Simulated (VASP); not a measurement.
Runs of VASP 6.6.1 on Sb2P3H. The structure is that of space group I4/mmm (No. 139), or close to it. The cells are those of the table. 

| task | cell | k mesh | cutoff (eV) | gap on the mesh (eV) | pressure (GPa) | relaxed volume (Å³/atom) |
| --- | --- | --- | --- | --- | --- | --- |
| relaxation of cell and atoms | relaxed from a = 6.364 Å, angles 132.5, 132.5, 69.4°, 6 atoms | 6 × 6 × 6 | 600 | none | 0.0 | 22.73 |
| relaxation of cell and atoms | relaxed from a = 5.631 Å, angles 113.7, 113.7, 101.3°, 6 atoms | 4 × 4 × 4 | 600 | none | 0.0 | (a) |
| single point | a = 6.364 Å, angles 132.5, 132.5, 69.4°, 6 atoms | 4 × 4 × 4 | 520 | none | -0.3 | - |
| single point | a = 6.395 Å, angles 133.2, 133.2, 68.4°, 6 atoms | 6 × 6 × 6 | 520 | none | (b) | - |
| single point | a = 5.631 Å, angles 113.7, 113.7, 101.3°, 6 atoms | 4 × 4 × 4 | 520 | none | 72.4 | - |
| single point | a = 6.372 Å, angles 132.8, 132.8, 69.0°, 6 atoms | 10 × 10 × 10 | 520 | none | 0.0 | - |

Alike in all rows: level PBE; potentials or basis VASP PAW PBE potentials, release 64 (Sb, H, P); no spin polarisation; smearing gaussian 0.1 eV.

Problem. Fill in the values left out.

Solution. (a) 22.75; (b) -0.1.

Caveats: some runs use coarse meshes; spin-orbit coupling is left out, which moves the levels of the heavy elements.

A k mesh can miss the band edges, and the runs leave out spin-orbit coupling on Sb.

A gap of «none» marks levels without a gap at the run's occupations.
